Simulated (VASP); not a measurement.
Set up this calculation in VASP 6.6.1, as the native input.

```
Task                   : single point
Functional             : r2SCAN
Potentials or basis    : VASP PAW PBE potentials, release 64 (Sr_sv, O)
Cutoff                 : 520 eV
k mesh                 : 8 × 8 × 8
Occupations            : gaussian, width 0.05 eV
Spin                   : no spin polarisation
Dipole correction      : no
Further INCAR settings : ALGO = Normal; EDIFF = 1e-06; NBANDS = 15
```

SrO:

```xyz
2
Lattice="0.0194 2.5801 2.5801 2.5801 0.0194 2.5801 2.5995 2.5995 0.0000" Properties=species:S:1:pos:R:3 pbc="T T T"
Sr    0.0000    0.0000    0.0000
O     2.5995    2.5995    2.5801
```

This cell differs from its parent crystal: strain +0.0150 x Voigt [0, 0, 0, 0, 0, 1].

One way to write it, as run:

POSCAR

```
SrO
1.0
    0.0193511077      2.5801476905      2.5801476905
    2.5801476905      0.0193511077      2.5801476905
    2.5994987982      2.5994987982      0.0000000000
Sr O
1 1
Direct
    0.0000000000      0.0000000000      0.0000000000
    0.5000000000      0.5000000000      0.5000000000
```

INCAR.step1

```
  PREC = Accurate
  ENCUT = 520
  ISMEAR = 0
  SIGMA = 0.05
  LREAL = False
  LASPH = True
  NELM = 60
  NBANDS = 15
  GGA = PE
  ALGO = Normal
  EDIFF = 1E-4
  LWAVE = True
  LCHARG = False
```

INCAR.step2

```
  PREC = Accurate
  ENCUT = 520
  EDIFF = 1E-6
  ISMEAR = 0
  SIGMA = 0.05
  LREAL = False
  LASPH = True
  NELM = 60
  ALGO = Normal
  ISIF = 2
  LWAVE = False
  LCHARG = False
  METAGGA = R2SCAN
  LMIXTAU = True
  NBANDS = 15
  ISTART = 1
```

KPOINTS

```
Automatic mesh
0
Gamma
  8 8 8
```

Potentials or basis: VASP PAW PBE potentials, release 64 (Sr_sv, O).

Launch:

```console
$ cat potpaw_PBE.64/Sr_sv/POTCAR potpaw_PBE.64/O/POTCAR > POTCAR
$ cp INCAR.step1 INCAR
$ mpirun -np 1 vasp_std > vasp.out
$ cp INCAR.step2 INCAR
$ mpirun -np 1 vasp_std > vasp.out
```

It gave:

| Property | Result |
| --- | --- |
| Pressure | 0.5 GPa |
| Band gap on the k mesh | 3.73 eV, indirect (least direct gap 3.82 eV) |

Caveat: the cell differs from its parent crystal (strain +0.0150 x Voigt [0, 0, 0, 0, 0, 1]); the PAW data sets were made with another functional, which shifts forces and pressure a little.

It took 95 s on 1 thread of Intel(R) Xeon(R) 6975P-C (Granite Rapids) (shared host), peak memory 0.19 GiB.
